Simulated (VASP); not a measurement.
**GaSb3: single point with PBEsol+D3(BJ)**

Crystal: GaSb3.

```
Ga Sb
1.0
     0.00000    3.53808    3.58577
     3.53808    0.00000    3.58577
     3.53808    3.53808    0.00000
Ga Sb
1 3
Cartesian
  0.0000 0.0000 0.0000
  1.7690 1.7690 1.7929
  5.3071 5.3071 5.3787
  3.5381 3.5381 3.5858
```

```
Program             : VASP 6.6.1
Task                : single point
Functional          : PBEsol
Dispersion          : D3(BJ)
Potentials or basis : VASP PAW PBE potentials, release 64 (Ga_d, Sb)
Cutoff              : 520 eV
k mesh              : 10 × 10 × 10
Occupations         : gaussian, width 0.15 eV
Spin                : no spin polarisation
```

```yaml
Pressure: 2.3 GPa
Band_gap_on_the_k_mesh: zero (band 14 reaches 10.84 eV, above the bottom of band 15 at 6.63 eV)
Dispersion_energy_per_atom: -0.507 eV
```

Stress tensor (GPa, compression positive):
```
2.58 0.00 0.00
0.00 2.58 0.00
0.00 0.00 1.60
```

Levels at points of the mesh, in eV from the Fermi level:
```
           k point  band 11  band 12  band 13  band 14  band 15  band 16  band 17  band 18
(0.00, 0.00, 0.00)    -2.91    -2.79    -2.74    -2.74    -2.45    -1.01    -0.85    -0.85
(0.50, 0.00, 0.00)    -4.03    -3.11    -3.05     0.03     0.37     2.27     2.41     3.05
(0.50, 0.50, 0.00)    -5.94     1.33     1.37     1.37     1.77     2.22     2.22     2.44
(0.50, 0.00, 0.50)    -5.97     1.18     1.23     1.44     1.60     2.04     2.30     2.62
```

Wall time 95 s on 1 thread of Intel(R) Xeon(R) 6975P-C (Granite Rapids), on a shared host, peak memory 0.37 GiB.

Caveat: the PAW data sets were made with another functional, which shifts forces and pressure a little; spin-orbit coupling is left out, which moves the levels of the heavy elements; pairwise dispersion overbinds metals, which lowers pressure and volume.
